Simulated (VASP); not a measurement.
# SnO (P-1) in VASP: single point with PBEsol

Aim: the single point of SnO with PBEsol.

All numbers are computed with VASP 6.6.1; they aren't measurements. Logs are shortened: lines on timing, memory, paths and dates and some standing lists are left out, and cuts for length are marked.

### 1 The cell of the first run

The typed cell holds 8 atoms: a = 3.805 Å, b = 3.805 Å, c = 9.525 Å, α = 90.00°, β = 85.42°, γ = 90.00°.

### 2 Single point, PBEsol (the part above a cut slid along it)

INCAR reads:

```
PREC = Accurate
ENCUT = 520
EDIFF = 1E-6
ISMEAR = 0
SIGMA = 0.15
LREAL = F
LASPH = T
NELM = 60
ALGO = Fast
ISIF = 2
LWAVE = F
LCHARG = T
GGA = PS
LELF = T
LVHAR = T
NBANDS = 50
```

KPOINTS reads:

```
Automatic mesh
0
Gamma
  10 10 4
```

POSCAR reads:

```
SnO
1.0
   -2.6904553516      2.6904757566      0.0000000000
   -2.6904553516     -2.6904757566      0.0000000000
   -0.5380910703      0.5380951513      9.4948200140
Sn O
4 4
Direct
   -0.0734621460      0.9991897041      0.3713622097
    0.8249172622      0.0008102959      0.8713622097
    0.3734621461      0.5008102959      0.6286377902
    0.4750827379      0.4991897041      0.1286377902
    0.8492202977      0.5007797024      0.7500000000
   -0.0492202976      0.4992202976      0.2500000000
    0.3492202977      0.0007797023      0.7500000000
    0.4507797024      0.9992202976      0.2500000000
```

Potentials or basis: VASP PAW PBE potentials, release 64 (Sn_d, O).

Started as:

```sh
$ cat potpaw_PBE.64/Sn_d/POTCAR potpaw_PBE.64/O/POTCAR > POTCAR
$ mpirun -np 1 vasp_std > vasp.out
```

OUTCAR:

```text
PREC = Accurate
   ENCUT = 520
   EDIFF = 1E-6
   ISMEAR = 0
   LREAL = F
   LASPH = T
   NELM = 60
   ISIF = 2
   GGA = PS

 ion  position               nearest neighbor table
   1  0.927  0.999  0.371-   8 2.22   6 2.22   6 2.22   8 2.22   4 3.54   4 3.54   4 3.54   4 3.54
                             3 3.63   3 3.63   3 3.63   3 3.64
   2  0.825  0.001  0.871-   7 2.22   5 2.22   5 2.22   7 2.22   4 3.29   4 3.30   3 3.54   3 3.54
                             3 3.54   3 3.54
   3  0.373  0.501  0.629-   7 2.22   5 2.22   5 2.22   7 2.22   2 3.54   2 3.54   2 3.54   2 3.54
                             1 3.63   1 3.63   1 3.63   1 3.64
   4  0.475  0.499  0.129-   6 2.22   8 2.22   8 2.22   6 2.22   2 3.29   2 3.30   1 3.54   1 3.54
                             1 3.54   1 3.54
   5  0.849  0.501  0.750-   2 2.22   3 2.22   2 2.22   3 2.22
   6  0.951  0.499  0.250-   1 2.22   4 2.22   1 2.22   4 2.22
   7  0.349  0.001  0.750-   2 2.22   3 2.22   2 2.22   3 2.22
   8  0.451  0.999  0.250-   1 2.22   4 2.22   1 2.22   4 2.22

  LATTYP: Found a simple monoclinic cell.
 ALAT       =     3.8048928757
 B/A-ratio  =     1.0000000000
 C/A-ratio  =     2.5034255825
 COS(beta)  =    -0.0798905314

  Lattice vectors:

 A1 = (  -2.6904553516,   2.6904757566,   0.0000000000)
 A2 = (   2.6904553516,   2.6904757566,   0.0000000000)
 A3 = (   0.5380910703,  -0.5380951513,  -9.4948200140)

Analysis of symmetry for initial positions (statically):
=====================================================================
 Subroutine PRICEL returns:
 Original cell was already a primitive cell.

 Routine SETGRP: Setting up the symmetry group for a
 simple monoclinic supercell.

 Subroutine GETGRP returns: Found  2 space group operations
 (whereof  1 operations were pure point group operations)
 out of a pool of  4 trial point group operations.

The static configuration has the point symmetry C_1 .
 The point group associated with its full space group is S_2 .

Analysis of symmetry for dynamics (positions and initial velocities):
=====================================================================
 Subroutine PRICEL returns:
 Original cell was already a primitive cell.

 Routine SETGRP: Setting up the symmetry group for a
 simple monoclinic supercell.

 Subroutine GETGRP returns: Found  2 space group operations
 (whereof  1 operations were pure point group operations)
 out of a pool of  4 trial point group operations.

The dynamic configuration has the point symmetry C_1 .
 The point group associated with its full space group is S_2 .

 Subroutine INISYM returns: Found  2 space group operations
 (whereof  1 operations are pure point group operations),
 and found     1 'primitive' translations

----------------------------------------------------------------------------------------

                                     Primitive cell

  volume of cell :     137.4585

  direct lattice vectors                    reciprocal lattice vectors
    -2.690455352  2.690475757  0.000000000    -0.185842147  0.185840738 -0.021064117
    -2.690455352 -2.690475757  0.000000000    -0.185842147 -0.185840738  0.000000000
    -0.538091070  0.538095151  9.494820014     0.000000000  0.000000000  0.105320585

  length of vectors
     3.804892876  3.804892876  9.525266164     0.263662247  0.262819489  0.105320585

  position of ions in fractional coordinates (direct lattice)
     0.926537854  0.999189704  0.371362210
     0.824917262  0.000810296  0.871362210
     0.373462146  0.500810296  0.628637790
     0.475082738  0.499189704  0.128637790
     0.849220298  0.500779702  0.750000000
     0.950779702  0.499220298  0.250000000
     0.349220298  0.000779702  0.750000000
     0.450779702  0.999220298  0.250000000

  ion indices of the primitive-cell ions
   primitive index   ion index
                 1           1
                 2           2
                 3           3
                 4           4
                 5           5
                 6           6
                 7           7
                 8           8

----------------------------------------------------------------------------------------

 KPOINTS: Automatic mesh

Automatic generation of k-mesh.
 Grid dimensions read from file:
 generate k-points for:   10   10    4

 Generating k-lattice:

  Cartesian coordinates                     Fractional coordinates (reciprocal lattice)
    -0.018584215  0.018584074 -0.002106412     0.100000000  0.000000000  0.000000000
    -0.018584215 -0.018584074  0.000000000     0.000000000  0.100000000 -0.000000000
     0.000000000  0.000000000  0.026330146     0.000000000  0.000000000  0.250000000

  Length of vectors
     0.026366225  0.026281949  0.026330146

  Shift w.r.t. Gamma in fractional coordinates (k-lattice)
     0.000000000  0.000000000  0.000000000

 Subroutine IBZKPT returns following result:
 ===========================================

 Found    204 irreducible k-points:

 Following reciprocal coordinates:
            Coordinates               Weight
  0.000000  0.000000  0.000000      1.000000
  0.100000 -0.000000  0.000000      2.000000
  0.200000 -0.000000  0.000000      2.000000
  0.300000 -0.000000  0.000000      2.000000
  0.400000 -0.000000  0.000000      2.000000
  0.500000 -0.000000  0.000000      1.000000
[... 16 lines left out ...]
 -0.300000  0.200000 -0.000000      2.000000
  0.400000  0.200000  0.000000      2.000000
 [... further k-points ...]
   k-points           NKPTS =    204   k-points in BZ     NKDIM =    204   number of bands    NBANDS=     50
   number of dos      NEDOS =    301   number of ions     NIONS =      8
   total plane-waves  NPLWV =  56448
   dimension x,y,z NGX =    28 NGY =   28 NGZ =   72
   dimension x,y,z NGXF=    56 NGYF=   56 NGZF=  144
   ions per type =               4   4
   NGX,Y,Z   is equivalent  to a cutoff of  12.23, 12.23, 12.57 a.u.
   NGXF,Y,Z  is equivalent  to a cutoff of  24.47, 24.47, 25.13 a.u.
 SYSTEM =  unknown system
   PREC   = accura    normal or accurate (medium, high low for compatibility)
   ISTART =      0    job   : 0-new  1-cont  2-samecut
   ICHARG =      2    charge: 1-file 2-atom 10-const
   ISPIN  =      1    spin polarized calculation?
   LNONCOLLINEAR =      F non collinear calculations
   LSORBIT =      F    spin-orbit coupling
   LASPH  =      T    aspherical Exc in radial PAW
   ENCUT  =  520.0 eV  38.22 Ry    6.18 a.u.   7.07  7.07 17.71*2*pi/ulx,y,z
   NELM   =     60;   NELMIN=  2; NELMDL= -5     # of ELM steps
   EDIFF  = 0.1E-05   stopping-criterion for ELM
   LREAL  =      F    real-space projection
   EDIFFG = 0.1E-04   stopping-criterion for IOM
   NSW    =      0    number of steps for IOM
   IBRION =     -1    ionic relax: 0-MD 1-quasi-New 2-CG
   NFREE  =      0    steps in history (QN), initial steepest desc. (CG)
   ISIF   =      2    stress and relaxation
   ISYM   =      2    0-nonsym 1-usesym 2-fastsym
   POTIM  = 0.5000    time-step for ionic-motion
   TEBEG  =    0.0;   TEEND  =   0.0 temperature during run
   PSTRESS=    0.0 pullay stress
   NELECT =      80.0000    total number of electrons
   NUPDOWN=      -1.0000    fix difference up-down
   EMIN   =  10.00;   EMAX   =-10.00  energy-range for DOS
   EFERMI =   0.00;   METHOD = LEGACY
   ISMEAR =     0;   SIGMA  =   0.15  broadening in eV -4-tet -1-fermi 0-gaus
   EFERMI_NEDOS =   21; number of points for ismear=-14 and -15
   IALGO  =     68    algorithm
   IMIX   =      4    mixing-type and parameters
     AMIX     =   0.40;   BMIX     =  1.00
     AMIX_MAG =   1.60;   BMIX_MAG =  1.00
  volume/ion in A,a.u.               =      17.18       115.95
  Fermi-wavevector in a.u.,A,eV,Ry     =   1.366829  2.582933 25.418709  1.868222
  Thomas-Fermi vector in A             =   2.492935
   LORBIT       =      0    0 simple, 1 ext, 2 COOP (PROOUT), +10 PAW based schemes
   GGA     = PS    functional components
   LHFCALC =     F    Hartree Fock is set to
   AEXX    =    0.0000 exact exchange contribution
   IVDW    =     0    specifies the selected vdW correction
   LEPSILON=     F    determine dielectric tensor
   LRPA    =     F    only Hartree local field effects (RPA)
 non-spin polarized calculation
 RMM-DIIS sequential band-by-band and
 Gauss-broadening in eV      SIGMA  =   0.15
  energy-cutoff  :      520.00
  volume of cell :      137.46
 maximum number of plane-waves:      3728
   NGX = 15   NGY = 15   NGZ = 35

 number of electron      80.0000004 magnetization

 Free energy of the ion-electron system (eV)
  ---------------------------------------------------
  ext. energy  EPLUGINS =         0.00000000
  ---------------------------------------------------
  free energy    TOTEN  =       -48.25713063 eV

  energy without entropy =      -48.25340748  energy(sigma->0) =      -48.25526905

 E-fermi :   7.3877     XC(G=0): -10.5853

 val. band max:        7.3707543097   @ k =   0.5000   0.5000   0.0000
 cond. band min:       7.5676269154   @ k =   0.5000   0.4000   0.2500
 fundamental gap:      0.1968726057
 Fermi energy:         7.3877095288

 k-point     1 :       0.0000    0.0000    0.0000
  band No.  band energies     occupation
      1     -14.6932      2.00000
      2     -14.6737      2.00000
      3     -14.2733      2.00000
      4     -14.2658      2.00000
      5     -14.2547      2.00000
      6     -14.2374      2.00000
[... 42 lines left out ...]
     49      12.2232      0.00000
     50      13.0485      0.00000

 k-point     2 :       0.1000   -0.0000    0.0000
  band No.  band energies     occupation
      1     -14.6880      2.00000
      2     -14.6701      2.00000
      3     -14.2715      2.00000
      4     -14.2681      2.00000
      5     -14.2513      2.00000
      6     -14.2368      2.00000
[... 1158 lines left out ...]
 k-point    24 :       0.4000    0.2000    0.0000
  band No.  band energies     occupation
      1     -14.6276      2.00000
      2     -14.6165      2.00000
      3     -14.5429      2.00000
      4     -14.5298      2.00000
      5     -14.2528      2.00000
      6     -14.2294      2.00000
[... 42 lines left out ...]
     49      13.2856      0.00000
     50      13.8442      0.00000

 [... further k-points ...]

------------------------ aborting loop because EDIFF is reached ----------------------------------------

  FORCE on cell =-STRESS in cart. coord.  units (eV):
  Direction    XX          YY          ZZ          XY          YZ          ZX
  --------------------------------------------------------------------------------------
  -------------------------------------------------------------------------------------
  Total        0.7048519      0.7184801      0.9804149      0.3037163     -1.1559575      1.1419361
  in kB        8.2155534      8.3744002     11.4274383      3.5400312    -13.4735134     13.3100841
  external PRESSURE =       9.3391306 kB  Pullay stress =       0.0000000 kB

 VOLUME and BASIS-vectors are now :
 -----------------------------------------------------------------------------
  energy-cutoff  :      520.00
  volume of cell :      137.46
      direct lattice vectors                 reciprocal lattice vectors
    -2.690455352  2.690475757  0.000000000    -0.185842147  0.185840738 -0.021064117
    -2.690455352 -2.690475757  0.000000000    -0.185842147 -0.185840738  0.000000000
    -0.538091070  0.538095151  9.494820014     0.000000000  0.000000000  0.105320585

 POSITION                                       TOTAL-FORCE (eV/Angst)
 -----------------------------------------------------------------------------------
     -5.38091      0.00436      3.52602         0.018957     -0.022589      0.099961
     -2.69046      2.68612      8.27343        -0.148854      0.156804     -0.139275
     -2.69046     -0.00436      5.96880        -0.018957      0.022589     -0.099961
     -2.69046      0.00436      1.22139         0.148854     -0.156804      0.139275
     -4.03568      1.34104      7.12112         0.014685     -0.011957     -0.049381
     -4.03568      1.34943      2.37371         0.152005     -0.152932     -0.028707
     -1.34523      1.34104      7.12112        -0.152005      0.152932      0.028707
     -4.03568     -1.34104      2.37371        -0.014685      0.011957      0.049381
 -----------------------------------------------------------------------------------
    total drift:                                0.000097     -0.000074      0.000000

  FREE ENERGIE OF THE ION-ELECTRON SYSTEM (eV)
  ---------------------------------------------------
  free  energy   TOTEN  =       -48.2571306274 eV

  energy  without entropy=      -48.2534074776  energy(sigma->0) =      -48.25526905
```

Wall time 35 min (1 thread of Oxide Virtual Turin-like, shared host); peak memory 0.93 GiB.

What came out:

* Free energy: -48.2571 eV
* Pressure: 0.9 GPa
* Largest force: 0.257 eV/Å
* Band gap on the k mesh: 0.03 eV (least direct gap 1.42 eV)

Forces in eV/Å, atoms in the order of the input:
```
Sn   0.019 -0.023  0.100
Sn  -0.149  0.157 -0.139
Sn  -0.019  0.023 -0.100
Sn   0.149 -0.157  0.139
O    0.015 -0.012 -0.049
O    0.152 -0.153 -0.029
O   -0.152  0.153  0.029
O   -0.015  0.012  0.049
```

Levels at points of the mesh, in eV from the valence-band top:
```
           k point  band 37  band 38  band 39  band 40  band 41  band 42  band 43  band 44
(0.00, 0.00, 0.00)    -3.27    -3.03    -2.34    -0.02     1.50     2.00     2.63     2.97
(0.50, 0.00, 0.00)    -3.32    -2.56    -2.08    -1.13     1.89     2.78     2.96     3.73
(0.00, 0.50, 0.00)    -2.94    -2.94    -1.82    -1.82     2.57     2.57     3.21     3.21
(0.50, 0.50, 0.00)    -2.60    -2.60    -2.13    -2.13     0.05     0.05     2.27     2.28
(0.00, 0.00, 0.50)    -3.28    -3.27    -0.68    -0.56     1.52     1.52     3.10     3.18
(0.50, 0.00, 0.50)    -3.05    -2.32    -2.27    -1.30     1.98     2.85     2.87     3.61
(0.00, 0.50, 0.50)    -2.40    -2.38    -2.28    -2.27     2.85     2.86     2.90     2.91
(0.50, 0.50, 0.50)    -2.60    -2.60    -2.44    -2.44     0.72     0.72     1.05     1.06
```

Caveat: the cell differs from its parent crystal (the part above a cut slid along it); the smearing spreads over this small gap; semilocal functionals underestimate gaps, and a narrow one can read as zero; the PAW data sets were made with another functional, which shifts forces and pressure a little; spin-orbit coupling is left out, which moves the levels of the heavy elements. A k mesh can miss the band edges.

The gap in the log of VASP goes by the Fermi energy; the results here count the filled bands.